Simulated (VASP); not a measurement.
# Ga2O3 (C2/c) in VASP: single point with r2SCAN

Aim: the single point of Ga2O3 with r2SCAN.

Program: VASP 6.6.1. These are calculated values, not measurements. Logs are shortened: lines on timing, memory, paths and dates and some standing lists are left out, and cuts for length are marked.

## Step 1: The cell of the first run

Symmetry: C2/c, No. 15, monoclinic system. The conventional cell has a = 8.637 Å, b = 4.985 Å, c = 5.471 Å, α = 90.00°, β = 125.13°, γ = 90.00°. Within 2.5 Å of Ga (site symmetry 1) lie 6 O at 1.89 to 2.13 Å. O (site symmetry 2) has 4 Ga at 1.96 to 2.07 Å and 12 O at 2.62 to 3.02 Å within 3.1 Å. O (site symmetry 1) has 4 Ga at 1.89 to 2.13 Å within 2.5 Å.

## Step 2: Single point, r2SCAN (strain -0.0600 x Voigt [0, 0, 0, 1, 0, 0])

POSCAR reads:

```
Ga2O3
1.0
    2.4923023535      1.3045114362      4.4374986728
   -2.4923023535      1.3045114362      4.4374986728
    0.0000000000     -3.0122828678      4.5670025019
Ga O
4 6
Direct
    0.3554023483      0.3554023483      0.3554023483
    0.1445976517      0.1445976517      0.1445976517
    0.6445976517      0.6445976517      0.6445976517
    0.8554023483      0.8554023483      0.8554023483
    0.5536262452      0.9463737548      0.2500000000
    0.2500000000      0.5536262452      0.9463737548
    0.9463737548      0.2500000000      0.5536262452
    0.4463737548      0.0536262452      0.7500000000
    0.7500000000      0.4463737548      0.0536262452
    0.0536262452      0.7500000000      0.4463737548
```

INCAR.step1 reads:

```
SYSTEM = Ga2O3
PREC = Accurate
ENCUT = 520
ISMEAR = 0
SIGMA = 0.05
LREAL = .False.
LASPH = .True.
NELM = 80
NBANDS = 55
GGA = PE
ALGO = Normal
EDIFF = 1E-4
LWAVE = .True.
LCHARG = .False.
```

INCAR.step2 reads:

```
SYSTEM = Ga2O3
PREC = Accurate
ENCUT = 520
EDIFF = 1E-7
ISMEAR = 0
SIGMA = 0.05
LREAL = .False.
LASPH = .True.
NELM = 80
ALGO = Normal
ISIF = 2
LWAVE = .False.
LCHARG = .False.
METAGGA = R2SCAN
LMIXTAU = .True.
NBANDS = 55
ISTART = 1
```

KPOINTS reads:

```
regular mesh
0
Gamma
  6 6 6
  0 0 0
```

Potentials or basis: VASP PAW PBE potentials, release 64 (Ga_d, O).

Run with:

```console
cat potpaw_PBE.64/Ga_d/POTCAR potpaw_PBE.64/O/POTCAR > POTCAR
cp INCAR.step1 INCAR
mpirun -np 1 vasp_std > vasp.out
cp INCAR.step2 INCAR
mpirun -np 1 vasp_std > vasp.out
```

OUTCAR:

```text
SYSTEM = Ga2O3
   PREC = Accurate
   ENCUT = 520
   EDIFF = 1E-7
   ISMEAR = 0
   LREAL = .False.
   LASPH = .True.
   NELM = 80
   ISIF = 2
   METAGGA = R2SCAN
   ISTART = 1

 ion  position               nearest neighbor table
   1  0.355  0.355  0.355-   9 1.89  10 1.93   8 1.96   7 2.02   5 2.07   6 2.13   2 2.83
   2  0.145  0.145  0.145-  10 1.89   9 1.93   8 1.96   6 2.02   5 2.07   7 2.13   1 2.83
   3  0.645  0.645  0.645-   6 1.89   7 1.93   5 1.96  10 2.02   8 2.07   9 2.13   4 2.83
   4  0.855  0.855  0.855-   7 1.89   6 1.93   5 1.96   9 2.02   8 2.07  10 2.13   3 2.83
   5  0.554  0.946  0.250-   3 1.96   4 1.96   1 2.07   2 2.07
   6  0.250  0.554  0.946-   3 1.89   4 1.93   2 2.02   1 2.13
   7  0.946  0.250  0.554-   4 1.89   3 1.93   1 2.02   2 2.13
   8  0.446  0.054  0.750-   1 1.96   2 1.96   3 2.07   4 2.07
   9  0.750  0.446  0.054-   1 1.89   2 1.93   4 2.02   3 2.13
  10  0.054  0.750  0.446-   2 1.89   1 1.93   3 2.02   4 2.13

  LATTYP: Found a base centered monoclinic cell.
 ALAT       =     8.6374728491
 B/A-ratio  =     0.5770906368
 C/A-ratio  =     0.6333977692
 COS(beta)  =    -0.5753796406

  Lattice vectors:

 A1 = (   2.4923023535,   4.3167943040,  -0.1295038291)
 A2 = (  -2.4923023535,   4.3167943040,  -0.1295038291)
 A3 = (   0.0000000000,  -3.0122828678,   4.5670025019)

Analysis of symmetry for initial positions (statically):
=====================================================================
 Subroutine PRICEL returns:
 Original cell was already a primitive cell.

 Routine SETGRP: Setting up the symmetry group for a
 base centered monoclinic supercell.

 Subroutine GETGRP returns: Found  4 space group operations
 (whereof  2 operations were pure point group operations)
 out of a pool of  4 trial point group operations.

The static configuration has the point symmetry S_2 .
 The point group associated with its full space group is C_2h.

Analysis of symmetry for dynamics (positions and initial velocities):
=====================================================================
 Subroutine PRICEL returns:
 Original cell was already a primitive cell.

 Routine SETGRP: Setting up the symmetry group for a
 base centered monoclinic supercell.

 Subroutine GETGRP returns: Found  4 space group operations
 (whereof  2 operations were pure point group operations)
 out of a pool of  4 trial point group operations.

The dynamic configuration has the point symmetry S_2 .
 The point group associated with its full space group is C_2h.

 Subroutine INISYM returns: Found  4 space group operations
 (whereof  2 operations are pure point group operations),
 and found     1 'primitive' translations

----------------------------------------------------------------------------------------

                                     Primitive cell

  volume of cell :      96.3260

  direct lattice vectors                    reciprocal lattice vectors
     2.492302353  1.304511436  4.437498673     0.200617714  0.118164850  0.077938638
    -2.492302353  1.304511436  4.437498673    -0.200617714  0.118164850  0.077938638
     0.000000000 -3.012282868  4.567002502     0.000000000 -0.229628237  0.067504845

  length of vectors
     5.254018993  5.254018993  5.470956034     0.245529693  0.245529693  0.239345005

  position of ions in fractional coordinates (direct lattice)
     0.355402348  0.355402348  0.355402348
     0.144597652  0.144597652  0.144597652
     0.644597652  0.644597652  0.644597652
     0.855402348  0.855402348  0.855402348
     0.553626245  0.946373755  0.250000000
     0.250000000  0.553626245  0.946373755
     0.946373755  0.250000000  0.553626245
     0.446373755  0.053626245  0.750000000
     0.750000000  0.446373755  0.053626245
     0.053626245  0.750000000  0.446373755

  ion indices of the primitive-cell ions
   primitive index   ion index
                 1           1
                 2           2
                 3           3
                 4           4
                 5           5
                 6           6
                 7           7
                 8           8
                 9           9
                10          10

----------------------------------------------------------------------------------------

 KPOINTS: regular mesh

Automatic generation of k-mesh.
 Grid dimensions read from file:
 generate k-points for:    6    6    6

 Generating k-lattice:

  Cartesian coordinates                     Fractional coordinates (reciprocal lattice)
     0.033436286  0.019694142  0.012989773     0.166666667  0.000000000 -0.000000000
    -0.033436286  0.019694142  0.012989773     0.000000000  0.166666667 -0.000000000
     0.000000000 -0.038271373  0.011250808     0.000000000  0.000000000  0.166666667

  Length of vectors
     0.040921615  0.040921615  0.039890834

  Shift w.r.t. Gamma in fractional coordinates (k-lattice)
     0.000000000  0.000000000  0.000000000

 Subroutine IBZKPT returns following result:
 ===========================================

 Found     68 irreducible k-points:

 Following reciprocal coordinates:
            Coordinates               Weight
  0.000000  0.000000  0.000000      1.000000
  0.166667 -0.000000  0.000000      4.000000
  0.333333  0.000000  0.000000      4.000000
  0.500000  0.000000  0.000000      2.000000
  0.166667  0.166667  0.000000      2.000000
  0.333333  0.166667  0.000000      4.000000
[... 16 lines left out ...]
 -0.333333  0.166667  0.166667      4.000000
 -0.166667  0.166667  0.166667      4.000000
 [... further k-points ...]
   k-points           NKPTS =     68   k-points in BZ     NKDIM =     68   number of bands    NBANDS=     55
   number of dos      NEDOS =    301   number of ions     NIONS =     10
   total plane-waves  NPLWV =  67200
   dimension x,y,z NGX =    40 NGY =   40 NGZ =   42
   dimension x,y,z NGXF=    80 NGYF=   80 NGZF=   84
   ions per type =               4   6
   NGX,Y,Z   is equivalent  to a cutoff of  12.66, 12.66, 12.76 a.u.
   NGXF,Y,Z  is equivalent  to a cutoff of  25.31, 25.31, 25.53 a.u.
 SYSTEM =  Ga2O3
   PREC   = accura    normal or accurate (medium, high low for compatibility)
   ISTART =      1    job   : 0-new  1-cont  2-samecut
   ICHARG =      0    charge: 1-file 2-atom 10-const
   ISPIN  =      1    spin polarized calculation?
   LNONCOLLINEAR =      F non collinear calculations
   LSORBIT =      F    spin-orbit coupling
   LASPH  =      T    aspherical Exc in radial PAW
   ENCUT  =  520.0 eV  38.22 Ry    6.18 a.u.   9.77  9.77 10.17*2*pi/ulx,y,z
   NELM   =     80;   NELMIN=  2; NELMDL=  0     # of ELM steps
   EDIFF  = 0.1E-06   stopping-criterion for ELM
   LREAL  =      F    real-space projection
   EDIFFG = 0.1E-05   stopping-criterion for IOM
   NSW    =      0    number of steps for IOM
   IBRION =     -1    ionic relax: 0-MD 1-quasi-New 2-CG
   NFREE  =      0    steps in history (QN), initial steepest desc. (CG)
   ISIF   =      2    stress and relaxation
   ISYM   =      2    0-nonsym 1-usesym 2-fastsym
   POTIM  = 0.5000    time-step for ionic-motion
   TEBEG  =    0.0;   TEEND  =   0.0 temperature during run
   PSTRESS=    0.0 pullay stress
   NELECT =      88.0000    total number of electrons
   NUPDOWN=      -1.0000    fix difference up-down
   EMIN   =  10.00;   EMAX   =-10.00  energy-range for DOS
   EFERMI =   0.00;   METHOD = LEGACY
   ISMEAR =     0;   SIGMA  =   0.05  broadening in eV -4-tet -1-fermi 0-gaus
   EFERMI_NEDOS =   21; number of points for ismear=-14 and -15
   IALGO  =     38    algorithm
   IMIX   =      4    mixing-type and parameters
     AMIX     =   0.40;   BMIX     =  1.00
     AMIX_MAG =   1.60;   BMIX_MAG =  1.00
  volume/ion in A,a.u.               =       9.63        65.00
  Fermi-wavevector in a.u.,A,eV,Ry     =   1.588502  3.001834 34.332116  2.523339
  Thomas-Fermi vector in A             =   2.687496
   LORBIT       =      0    0 simple, 1 ext, 2 COOP (PROOUT), +10 PAW based schemes
   METAGGA = R2SCAN    functional components
   LHFCALC =     F    Hartree Fock is set to
   AEXX    =    0.0000 exact exchange contribution
   IVDW    =     0    specifies the selected vdW correction
   LEPSILON=     F    determine dielectric tensor
   LRPA    =     F    only Hartree local field effects (RPA)
 non-spin polarized calculation
 Gauss-broadening in eV      SIGMA  =   0.05
  energy-cutoff  :      520.00
  volume of cell :       96.33
 maximum number of plane-waves:      2628
   NGX = 19   NGY = 19   NGZ = 21

 number of electron      87.9999991 magnetization

 Free energy of the ion-electron system (eV)
  ---------------------------------------------------
  ext. energy  EPLUGINS =         0.00000000
  ---------------------------------------------------
  free energy    TOTEN  =      -102.20373663 eV

  energy without entropy =     -102.20373663  energy(sigma->0) =     -102.20373663

 E-fermi :   4.4619     XC(G=0): -13.1636

 val. band max:        4.1960583780   @ k =  -0.1667  -0.0000   0.1667
 cond. band min:       7.6880808241   @ k =   0.0000   0.0000   0.0000
 fundamental gap:      3.4920224461
 Fermi energy:         4.4619455759

 k-point     1 :       0.0000    0.0000    0.0000
  band No.  band energies     occupation
      1     -15.8250      2.00000
      2     -13.9541      2.00000
      3     -13.9230      2.00000
      4     -13.9224      2.00000
      5     -13.5926      2.00000
      6     -13.5912      2.00000
[... 47 lines left out ...]
     54      16.6386      0.00000
     55      17.4895      0.00000

 k-point     2 :       0.1667   -0.0000    0.0000
  band No.  band energies     occupation
      1     -15.6989      2.00000
      2     -14.0257      2.00000
      3     -13.9729      2.00000
      4     -13.9220      2.00000
      5     -13.6620      2.00000
      6     -13.5792      2.00000
[... 47 lines left out ...]
     54      17.0256      0.00000
     55      17.3184      0.00000
[... 1216 lines left out ...]
     54      16.6869      0.00000
     55      17.4645      0.00000

 k-point    24 :      -0.1667    0.1667    0.1667
  band No.  band energies     occupation
      1     -15.4125      2.00000
      2     -14.1977      2.00000
      3     -14.0284      2.00000
      4     -13.9415      2.00000
      5     -13.7655      2.00000
      6     -13.6051      2.00000
[... 47 lines left out ...]
     54      16.7045      0.00000
     55      17.3448      0.00000

 [... further k-points ...]

------------------------ aborting loop because EDIFF is reached ----------------------------------------

  FORCE on cell =-STRESS in cart. coord.  units (eV):
  Direction    XX          YY          ZZ          XY          YZ          ZX
  --------------------------------------------------------------------------------------
  -------------------------------------------------------------------------------------
  Total        1.7619487      1.7046105      1.4387666      0.0000000      4.1199904      0.0000000
  in kB       29.3062450     28.3525465     23.9308021      0.0000000     68.5272200      0.0000000
  external PRESSURE =      27.1965312 kB  Pullay stress =       0.0000000 kB

 VOLUME and BASIS-vectors are now :
 -----------------------------------------------------------------------------
  energy-cutoff  :      520.00
  volume of cell :       96.33
      direct lattice vectors                 reciprocal lattice vectors
     2.492302353  1.304511436  4.437498673     0.200617714  0.118164850  0.077938638
    -2.492302353  1.304511436  4.437498673    -0.200617714  0.118164850  0.077938638
     0.000000000 -3.012282868  4.567002502     0.000000000 -0.229628237  0.067504845

 POSITION                                       TOTAL-FORCE (eV/Angst)
 -----------------------------------------------------------------------------------
      0.00000     -0.14332      4.77732         0.106591     -0.437831     -0.030545
      0.00000     -0.05831      1.94368         0.106591      0.437831      0.030545
      0.00000     -0.25994      8.66468        -0.106591      0.437831      0.030545
      0.00000     -0.34495     11.49832        -0.106591     -0.437831     -0.030545
     -0.97885      1.20370      7.79800         0.131274      0.000000     -0.000000
     -0.75673     -1.80241      7.88818        -0.158635     -0.222661     -0.155350
      1.73557     -0.10700      7.83732        -0.158635      0.222661      0.155350
      0.97885     -1.60696      5.64400        -0.131274      0.000000     -0.000000
      0.75673      1.39915      5.55382         0.158635      0.222661      0.155350
     -1.73557     -0.29626      5.60468         0.158635     -0.222661     -0.155350
 -----------------------------------------------------------------------------------
    total drift:                                0.000000     -0.000000     -0.000000

  FREE ENERGIE OF THE ION-ELECTRON SYSTEM (eV)
  ---------------------------------------------------
  free  energy   TOTEN  =      -102.2037366331 eV

  energy  without entropy=     -102.2037366331  energy(sigma->0) =     -102.20373663
```

It took 21 min on 1 thread of AMD EPYC 9R45 (Zen 5), shared host; peak memory 0.4 GiB.

What came out:

* Free energy: -102.2037 eV
* Pressure: 2.7 GPa
* Largest force: 0.452 eV/Å
* Band gap on the k mesh: 3.49 eV (least direct gap 3.77 eV)

Forces in eV/Å, atoms in the order of the input:
```
Ga   0.107 -0.438 -0.031
Ga   0.107  0.438  0.031
Ga  -0.107  0.438  0.031
Ga  -0.107 -0.438 -0.031
O    0.131  0.000  0.000
O   -0.159 -0.223 -0.155
O   -0.159  0.223  0.155
O   -0.131  0.000  0.000
O    0.159  0.223  0.155
O    0.159 -0.223 -0.155
```

Stress tensor (GPa, compression positive):
```
2.93 0.00 0.00
0.00 2.84 6.85
0.00 6.85 2.39
```

Levels at points of the mesh, in eV from the valence-band top:
```
           k point  band 41  band 42  band 43  band 44  band 45  band 46  band 47  band 48
(0.00, 0.00, 0.00)    -0.34    -0.34    -0.34    -0.27     3.49     7.48     7.60     9.73
(0.50, 0.00, 0.00)    -1.08    -0.93    -0.26    -0.22     7.04     7.25     7.47     7.54
(0.50, 0.50, 0.00)    -0.90    -0.83    -0.43    -0.19     7.28     7.58     8.41     8.48
(0.00, 0.00, 0.50)    -1.12    -1.12    -0.09    -0.09     7.20     7.20     7.47     7.47
(0.50, 0.00, 0.50)    -0.91    -0.72    -0.22    -0.20     7.33     7.47     8.38     8.55
(0.50, 0.50, 0.50)    -0.44    -0.44    -0.25    -0.25     6.58     6.58     8.69     8.69
```

Caveat: the cell differs from its parent crystal (strain -0.0600 x Voigt [0, 0, 0, 1, 0, 0]); the PAW data sets were made with another functional, which shifts forces and pressure a little. A k mesh can miss the band edges.
